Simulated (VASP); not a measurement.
Wanted: the native input for a VASP 6.6.1 run.

```
Task                   : single point
Functional             : PBE
Potentials or basis    : VASP PAW PBE potentials, release 64 (Ga_d, As)
Cutoff                 : 500 eV
k mesh                 : 8 × 8 × 8
Occupations            : gaussian, width 0.05 eV
Spin                   : no spin polarisation
Dipole correction      : no
Further INCAR settings : ALGO = Normal; EDIFF = 1e-06; NBANDS = 16
```

The structure of GaAs lies in POSCAR:

```
GaAs
1.0
    0.0000000000      2.8722329385      2.8722329385
    2.8722329385      0.0000000000      2.8722329385
    2.8722329385      2.8722329385      0.0000000000
Ga As
1 1
Direct
    0.0000000000      0.0000000000      0.0000000000
    0.7500000000      0.7500000000      0.7500000000
```

One way to write it, as run:

INCAR

```
ALGO = Normal
EDIFF = 1E-6
ENCUT = 500
GGA = PE
GGA_COMPAT = False
ISIF = 2
ISMEAR = 0
LASPH = True
LCHARG = False
LREAL = False
LWAVE = False
NBANDS = 16
NELM = 120
PREC = Accurate
SIGMA = 0.05
```

KPOINTS

```
k-points
0
Gamma
  8 8 8
```

Potentials or basis: VASP PAW PBE potentials, release 64 (Ga_d, As).

Command:

```bash
$ cat potpaw_PBE.64/Ga_d/POTCAR potpaw_PBE.64/As/POTCAR > POTCAR
$ mpirun -np 1 vasp_std > vasp.out
```

It gave:

```json
{
 "Pressure": "0.1 GPa",
 "Band gap on the k mesh": "0.17 eV, direct"
}
```

Wall time 33 s on 1 thread of Intel Xeon 8259CL, with other jobs on the host, peak memory 0.18 GiB.
